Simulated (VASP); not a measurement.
# AlFe (Pm-3m) in VASP: further runs

AlFe is run at these levels: PBEsol; tasks: single point.

All numbers are computed with VASP 6.6.1; they aren't measurements. Logs are shortened: lines on timing, memory, paths and dates and some standing lists are left out, and cuts for length are marked.

### 1 The cell of the first run

The structure is cubic, space group Pm-3m (No. 221). Conventional cell: a = 2.910 Å, b = 2.910 Å, c = 2.910 Å, α = 90.00°, β = 90.00°, γ = 90.00°. Fe (site symmetry m-3m) has 8 Al at 2.52 Å and 6 Fe at 2.91 Å within 3.3 Å. Al (site symmetry m-3m) has 8 Fe at 2.52 Å and 6 Al at 2.91 Å within 3.3 Å.

### 2 Single point, PBEsol, collinear spin, ferromagnetic start

INCAR

```
SYSTEM = AlFe
PREC     = Accurate       ! precision mode
ENCUT    = 520            ! plane-wave cutoff, eV
EDIFF    = 1E-6           ! SCF threshold, eV
ISMEAR   = -1             ! smearing method
SIGMA    = 0.05           ! smearing width, eV
LREAL    = .FALSE.        ! projectors in reciprocal space
LASPH    = .TRUE.         ! aspherical terms in the spheres
NELM     = 150            ! most SCF steps
ALGO     = Normal         ! electronic algorithm
ISIF     = 2              ! what is computed and relaxed
LWAVE    = .FALSE.        ! write WAVECAR
LCHARG   = .TRUE.         ! write CHGCAR
ISPIN    = 2              ! spin polarisation
MAGMOM   = 3 0            ! initial moments
LORBIT   = 11             ! projections on sites
NUPDOWN  = 3.0            ! fixed moment
LMAXMIX  = 4              ! l up to which the mixer works
GGA      = PS             ! functional
LELF     = .TRUE.         ! ELF
LVHAR    = .TRUE.       
NBANDS   = 16             ! bands
```

KPOINTS

```
Automatic mesh
0
G
  8 8 8
  0 0 0
```

POSCAR

```
AlFe
1.0
    2.9100000000      0.0000000000      0.0000000000
    0.0000000000      2.9100000000      0.0000000000
    0.0000000000      0.0000000000      2.9100000000
Fe Al
1 1
Direct
    0.5000000000      0.5000000000      0.5000000000
    0.0000000000      0.0000000000      0.0000000000
```

Potentials or basis: VASP PAW PBE potentials, release 64 (Fe, Al).

Command:

```console
$ cat potpaw_PBE.64/Fe/POTCAR potpaw_PBE.64/Al/POTCAR > POTCAR
$ mpirun -np 1 vasp_std > vasp.out
```

OUTCAR:

```text
SYSTEM = AlFe
   PREC = Accurate
   ENCUT = 520
   EDIFF = 1E-6
   ISMEAR = -1
   LREAL = .FALSE.
   LASPH = .TRUE.
   NELM = 150
   ISIF = 2
   ISPIN = 2
   LORBIT = 11
   NUPDOWN = 3.0
   GGA = PS

 ion  position               nearest neighbor table
   1  0.500  0.500  0.500-   2 2.52   2 2.52   2 2.52   2 2.52   2 2.52   2 2.52   2 2.52   2 2.52

   2  0.000  0.000  0.000-   1 2.52   1 2.52   1 2.52   1 2.52   1 2.52   1 2.52   1 2.52   1 2.52

  LATTYP: Found a simple cubic cell.
 ALAT       =     2.9100000000

  Lattice vectors:

 A1 = (   2.9100000000,   0.0000000000,   0.0000000000)
 A2 = (   0.0000000000,   2.9100000000,   0.0000000000)
 A3 = (   0.0000000000,   0.0000000000,   2.9100000000)

Analysis of symmetry for initial positions (statically):
=====================================================================
 Subroutine PRICEL returns:
 Original cell was already a primitive cell.

 Routine SETGRP: Setting up the symmetry group for a
 simple cubic supercell.

 Subroutine GETGRP returns: Found 48 space group operations
 (whereof 48 operations were pure point group operations)
 out of a pool of 48 trial point group operations.

The static configuration has the point symmetry O_h .

Analysis of symmetry for dynamics (positions and initial velocities):
=====================================================================
 Subroutine PRICEL returns:
 Original cell was already a primitive cell.

 Routine SETGRP: Setting up the symmetry group for a
 simple cubic supercell.

 Subroutine GETGRP returns: Found 48 space group operations
 (whereof 48 operations were pure point group operations)
 out of a pool of 48 trial point group operations.

The dynamic configuration has the point symmetry O_h .

Analysis of structural, dynamic, and magnetic symmetry:
=====================================================================
 Subroutine PRICEL returns:
 Original cell was already a primitive cell.

 Routine SETGRP: Setting up the symmetry group for a
 simple cubic supercell.

 Subroutine GETGRP returns: Found 48 space group operations
 (whereof 48 operations were pure point group operations)
 out of a pool of 48 trial point group operations.

The overall configuration has the point symmetry O_h .

 Subroutine INISYM returns: Found 48 space group operations
 (whereof 48 operations are pure point group operations),
 and found     1 'primitive' translations

----------------------------------------------------------------------------------------

                                     Primitive cell

  volume of cell :      24.6422

  direct lattice vectors                    reciprocal lattice vectors
     2.910000000  0.000000000  0.000000000     0.343642612  0.000000000  0.000000000
     0.000000000  2.910000000  0.000000000     0.000000000  0.343642612  0.000000000
     0.000000000  0.000000000  2.910000000     0.000000000  0.000000000  0.343642612

  length of vectors
     2.910000000  2.910000000  2.910000000     0.343642612  0.343642612  0.343642612

  position of ions in fractional coordinates (direct lattice)
     0.500000000  0.500000000  0.500000000
     0.000000000  0.000000000  0.000000000

  ion indices of the primitive-cell ions
   primitive index   ion index
                 1           1
                 2           2

----------------------------------------------------------------------------------------

 KPOINTS: Automatic mesh

Automatic generation of k-mesh.
 Grid dimensions read from file:
 generate k-points for:    8    8    8

 Generating k-lattice:

  Cartesian coordinates                     Fractional coordinates (reciprocal lattice)
     0.042955326  0.000000000  0.000000000     0.125000000  0.000000000  0.000000000
     0.000000000  0.042955326  0.000000000     0.000000000  0.125000000  0.000000000
     0.000000000  0.000000000  0.042955326     0.000000000  0.000000000  0.125000000

  Length of vectors
     0.042955326  0.042955326  0.042955326

  Shift w.r.t. Gamma in fractional coordinates (k-lattice)
     0.000000000  0.000000000  0.000000000

 Subroutine IBZKPT returns following result:
 ===========================================

 Found     35 irreducible k-points:

 Following reciprocal coordinates:
            Coordinates               Weight
  0.000000  0.000000  0.000000      1.000000
  0.125000  0.000000  0.000000      6.000000
  0.250000  0.000000  0.000000      6.000000
  0.375000  0.000000  0.000000      6.000000
  0.500000  0.000000  0.000000      3.000000
  0.125000  0.125000  0.000000     12.000000
[... 16 lines left out ...]
  0.375000  0.375000  0.125000     24.000000
  0.500000  0.375000  0.125000     24.000000
 [... further k-points ...]
   k-points           NKPTS =     35   k-points in BZ     NKDIM =     35   number of bands    NBANDS=     16
   number of dos      NEDOS =    301   number of ions     NIONS =      2
   total plane-waves  NPLWV =  13824
   dimension x,y,z NGX =    24 NGY =   24 NGZ =   24
   dimension x,y,z NGXF=    48 NGYF=   48 NGZF=   48
   ions per type =               1   1
   NGX,Y,Z   is equivalent  to a cutoff of  13.71, 13.71, 13.71 a.u.
   NGXF,Y,Z  is equivalent  to a cutoff of  27.42, 27.42, 27.42 a.u.
 SYSTEM =  AlFe
   PREC   = accura    normal or accurate (medium, high low for compatibility)
   ISTART =      0    job   : 0-new  1-cont  2-samecut
   ICHARG =      2    charge: 1-file 2-atom 10-const
   ISPIN  =      2    spin polarized calculation?
   LNONCOLLINEAR =      F non collinear calculations
   LSORBIT =      F    spin-orbit coupling
   LASPH  =      T    aspherical Exc in radial PAW
   ENCUT  =  520.0 eV  38.22 Ry    6.18 a.u.   5.41  5.41  5.41*2*pi/ulx,y,z
   NELM   =    150;   NELMIN=  2; NELMDL= -5     # of ELM steps
   EDIFF  = 0.1E-05   stopping-criterion for ELM
   LREAL  =      F    real-space projection
   EDIFFG = 0.1E-04   stopping-criterion for IOM
   NSW    =      0    number of steps for IOM
   IBRION =     -1    ionic relax: 0-MD 1-quasi-New 2-CG
   NFREE  =      0    steps in history (QN), initial steepest desc. (CG)
   ISIF   =      2    stress and relaxation
   ISYM   =      2    0-nonsym 1-usesym 2-fastsym
   POTIM  = 0.5000    time-step for ionic-motion
   TEBEG  =    0.0;   TEEND  =   0.0 temperature during run
   PSTRESS=    0.0 pullay stress
   NELECT =      11.0000    total number of electrons
   NUPDOWN=       3.0000    fix difference up-down
   EMIN   =  10.00;   EMAX   =-10.00  energy-range for DOS
   EFERMI =   0.00;   METHOD = LEGACY
   ISMEAR =    -1;   SIGMA  =   0.05  broadening in eV -4-tet -1-fermi 0-gaus
   EFERMI_NEDOS =   21; number of points for ismear=-14 and -15
   IALGO  =     38    algorithm
   IMIX   =      4    mixing-type and parameters
     AMIX     =   0.40;   BMIX     =  1.00
     AMIX_MAG =   1.60;   BMIX_MAG =  1.00
  volume/ion in A,a.u.               =      12.32        83.15
  Fermi-wavevector in a.u.,A,eV,Ry     =   1.251160  2.364349 21.298567  1.565401
  Thomas-Fermi vector in A             =   2.385120
   LORBIT       =     11    0 simple, 1 ext, 2 COOP (PROOUT), +10 PAW based schemes
   GGA     = PS    functional components
   LHFCALC =     F    Hartree Fock is set to
   AEXX    =    0.0000 exact exchange contribution
   IVDW    =     0    specifies the selected vdW correction
   LEPSILON=     F    determine dielectric tensor
   LRPA    =     F    only Hartree local field effects (RPA)
 spin polarized calculation
  energy-cutoff  :      520.00
  volume of cell :       24.64
 maximum number of plane-waves:       691
 NGX is ok and might be reduce to    24
   NGX = 11   NGY = 11   NGZ = 11

 number of electron      10.9999991 magnetization       2.9999997

 Free energy of the ion-electron system (eV)
  ---------------------------------------------------
  ext. energy  EPLUGINS =         0.00000000
  ---------------------------------------------------
  free energy    TOTEN  =       -12.74766346 eV

  energy without entropy =      -12.72890362  energy(sigma->0) =      -12.73828354

 E-fermi :   7.6676     XC(G=0): -12.0805

 val. band max:       10.1338766239   @ k =   0.5000   0.5000   0.5000
 cond. band min:       7.6680979681   @ k =   0.5000   0.2500   0.2500
 fundamental gap:     -2.4657786558
 Fermi energy:        10.2258203509

 spin component 1

 k-point     1 :       0.0000    0.0000    0.0000
  band No.  band energies     occupation
      1      -2.8514      1.00000
      2       4.1101      1.00000
      3       4.1101      1.00000
      4       5.8620      1.00000
      5       5.8620      1.00000
      6       5.8620      1.00000
[... 8 lines left out ...]
     15      28.6108      0.00000
     16      30.5951      0.00000
[... 419 lines left out ...]
 k-point    24 :       0.5000    0.3750    0.1250
  band No.  band energies     occupation
      1       2.1627      1.00000
      2       3.6454      1.00000
      3       4.4408      1.00000
      4       4.8707      1.00000
      5       5.7015      1.00000
      6       6.1514      1.00000
[... 8 lines left out ...]
     15      27.1201      0.00000
     16      28.4776      0.00000

 [... further k-points ...]

 spin component 2

 k-point     1 :       0.0000    0.0000    0.0000
  band No.  band energies     occupation
      1      -2.4110      1.00000
      2       6.0447      1.00000
      3       6.0447      1.00000
      4       8.5669      0.00000
      5       8.5669      0.00000
      6       8.5669      0.00000
[... 8 lines left out ...]
     15      29.1636      0.00000
     16      30.9602      0.00000
[... 419 lines left out ...]
 k-point    24 :       0.5000    0.3750    0.1250
  band No.  band energies     occupation
      1       3.1124      1.00000
      2       4.5229      1.00000
      3       5.8896      1.00000
      4       6.7984      1.00000
      5       7.9839      0.00178
      6       8.0814      0.00025
[... 8 lines left out ...]
     15      27.7854      0.00000
     16      28.8533      0.00000

 [... further k-points ...]

------------------------ aborting loop because EDIFF is reached ----------------------------------------

  FORCE on cell =-STRESS in cart. coord.  units (eV):
  Direction    XX          YY          ZZ          XY          YZ          ZX
  --------------------------------------------------------------------------------------
  -------------------------------------------------------------------------------------
  Total        1.7951489      1.7951489      1.7951489     -0.0000000     -0.0000000     -0.0000000
  in kB      116.7164555    116.7164555    116.7164555     -0.0000000     -0.0000000     -0.0000000
  external PRESSURE =     116.7164555 kB  Pullay stress =       0.0000000 kB

 VOLUME and BASIS-vectors are now :
 -----------------------------------------------------------------------------
  energy-cutoff  :      520.00
  volume of cell :       24.64
      direct lattice vectors                 reciprocal lattice vectors
     2.910000000  0.000000000  0.000000000     0.343642612  0.000000000  0.000000000
     0.000000000  2.910000000  0.000000000     0.000000000  0.343642612  0.000000000
     0.000000000  0.000000000  2.910000000     0.000000000  0.000000000  0.343642612

 POSITION                                       TOTAL-FORCE (eV/Angst)
 -----------------------------------------------------------------------------------
      1.45500      1.45500      1.45500         0.000000      0.000000      0.000000
      0.00000      0.00000      0.00000         0.000000      0.000000      0.000000
 -----------------------------------------------------------------------------------
    total drift:                                0.000000     -0.000000     -0.000000

  FREE ENERGIE OF THE ION-ELECTRON SYSTEM (eV)
  ---------------------------------------------------
  free  energy   TOTEN  =       -12.7476634628 eV

  energy  without entropy=      -12.7289036185  energy(sigma->0) =      -12.73828354

 total charge

# of ion       s       p       d       tot
------------------------------------------
    1        0.462   0.560   6.245   7.267
    2        0.395   0.447   0.000   0.842
--------------------------------------------------
tot          0.857   1.007   6.245   8.109

 magnetization (x)

# of ion       s       p       d       tot
------------------------------------------
    1        0.048   0.111   2.623   2.782
    2       -0.010   0.024   0.000   0.014
--------------------------------------------------
tot          0.038   0.135   2.623   2.797
```

Run time: 42 s. Hardware: 1 thread of Intel Xeon 8259CL, shared host; peak memory 0.16 GiB.

Results:

```
Free energy                                           : -12.7477 eV
Pressure                                              : 11.7 GPa
Net moment                                            : 3.00 μB per cell
Site moments                                          : Fe +2.78; Al +0.01 μB
Valence electrons inside the program's atomic spheres : Fe 7.27; Al 0.84
```

Caveat: the cell stands under pressure; the PAW data sets were made with another functional, which shifts forces and pressure a little; the total moment is fixed, so each spin has its own Fermi level.

### 3 Single point, PBEsol, collinear spin, ferromagnetic start

INCAR

```
PREC = Accurate
ENCUT = 520
EDIFF = 1E-6
ISMEAR = -1
SIGMA = 0.05
LREAL = False
LASPH = True
NELM = 150
ALGO = Normal
ISIF = 2
LWAVE = False
LCHARG = True
ISPIN = 2
MAGMOM = 3.8 0
LORBIT = 11
NUPDOWN = 3.8
LMAXMIX = 4
GGA = PS
LELF = True
LVHAR = True
NBANDS = 16
```

KPOINTS

```
Automatic mesh
0
Gamma
  8 8 8
```

POSCAR is that of step 2.

Potentials or basis: VASP PAW PBE potentials, release 64 (Fe, Al).

Command:

```console
$ cat potpaw_PBE.64/Fe/POTCAR potpaw_PBE.64/Al/POTCAR > POTCAR
$ mpirun -np 1 vasp_std > vasp.out
```

Wall time 42 s (1 thread of Intel Xeon 8259CL, shared host); peak memory 0.16 GiB.

It converged, with:

| Item | Value |
| --- | --- |
| Free energy | -11.5061 eV |
| Pressure | 27.3 GPa |
| Net moment | 3.80 μB per cell |
| Site moments | Fe +3.33; Al +0.08 μB |
| Valence electrons inside the program's atomic spheres | Fe 7.21; Al 0.86 |

Caveat: the cell stands under pressure; the PAW data sets were made with another functional, which shifts forces and pressure a little; the total moment is fixed, so each spin has its own Fermi level.

### 4 Single point, PBEsol, collinear spin, ferromagnetic start

INCAR

```
PREC = Accurate ; ENCUT = 520
EDIFF = 1E-7 ; ISMEAR = -1
SIGMA = 0.05 ; LREAL = F
LASPH = T ; NELM = 150
ALGO = Normal ; ISIF = 2
LWAVE = F ; LCHARG = F
ISPIN = 2 ; MAGMOM = 4.5 0
LORBIT = 11 ; NUPDOWN = 4.5
LMAXMIX = 4 ; GGA = PS
NBANDS = 16
```

KPOINTS

```
regular mesh
0
Gamma
  8 8 8
```

POSCAR is that of step 3.

Command:

```console
$ cat potpaw_PBE.64/Fe/POTCAR potpaw_PBE.64/Al/POTCAR > POTCAR
$ mpirun -np 1 vasp_std > vasp.out
```

Wall time 46 s (1 thread of Intel Xeon 8259CL, shared host); peak memory 0.16 GiB.

It converged, with:

```
Free energy                                           : -10.0909 eV
Pressure                                              : 41.0 GPa
Net moment                                            : 4.50 μB per cell
Site moments                                          : Fe +3.74; Al +0.15 μB
Valence electrons inside the program's atomic spheres : Fe 7.15; Al 0.89
```

Caveat: the cell stands under pressure; the PAW data sets were made with another functional, which shifts forces and pressure a little; the total moment is fixed, so each spin has its own Fermi level.

### 5 Single point, PBEsol, collinear spin, ferromagnetic start

INCAR

```
SYSTEM = AlFe
ALGO     = Normal         ! electronic algorithm
EDIFF    = 1E-7           ! SCF threshold, eV
ENCUT    = 520            ! plane-wave cutoff, eV
GGA      = PS             ! functional
ISIF     = 2              ! what is computed and relaxed
ISMEAR   = -1             ! smearing method
ISPIN    = 2              ! spin polarisation
LASPH    = .True.         ! aspherical terms in the spheres
LCHARG   = .False.        ! write CHGCAR
LMAXMIX  = 4              ! l up to which the mixer works
LORBIT   = 11             ! projections on sites
LREAL    = .False.        ! projectors in reciprocal space
LWAVE    = .False.        ! write WAVECAR
MAGMOM   = 6 0            ! initial moments
NBANDS   = 16             ! bands
NELM     = 150            ! most SCF steps
NUPDOWN  = 6.0            ! fixed moment
PREC     = Accurate       ! precision mode
SIGMA    = 0.05           ! smearing width, eV
```

KPOINTS

```
k-points
0
Gamma
  8 8 8
  0 0 0
```

POSCAR is that of step 4.

Command:

```console
$ cat potpaw_PBE.64/Fe/POTCAR potpaw_PBE.64/Al/POTCAR > POTCAR
$ mpirun -np 1 vasp_std > vasp.out
```

Run time: 44 s. Hardware: 1 thread of Intel Xeon 8259CL, shared host; peak memory 0.16 GiB.

Results (log left out):

- Free energy: -5.6005 eV
- Pressure: 75.6 GPa
- Net moment: 6.00 μB per cell
- Site moments: Fe +4.47; Al +0.34 μB
- Valence electrons inside the program's atomic spheres: Fe 7.04; Al 0.93

Caveat: the cell stands under pressure; the PAW data sets were made with another functional, which shifts forces and pressure a little; the total moment is fixed, so each spin has its own Fermi level.

### 6 Overview

| fixed moment (μB) | pressure (GPa) | moment (μB) |
| --- | --- | --- |
| 3.0 | 11.7 | 3.00 |
| 3.8 | 27.3 | 3.80 |
| 4.5 | 41.0 | 4.50 |
| 6.0 | 75.6 | 6.00 |

Alike in all rows: task single point; level PBEsol; potentials or basis VASP PAW PBE potentials, release 64 (Fe, Al); spin collinear, ferromagnetic start; cell as given; k mesh 8 × 8 × 8; cutoff (eV) 520; smearing fermi-dirac 0.05 eV.

Caveats: the cell stands under pressure; the PAW data sets were made with another functional, which shifts forces and pressure a little; the total moment is fixed, so each spin has its own Fermi level.

Absolute energies hang on the potentials; compare differences alone.
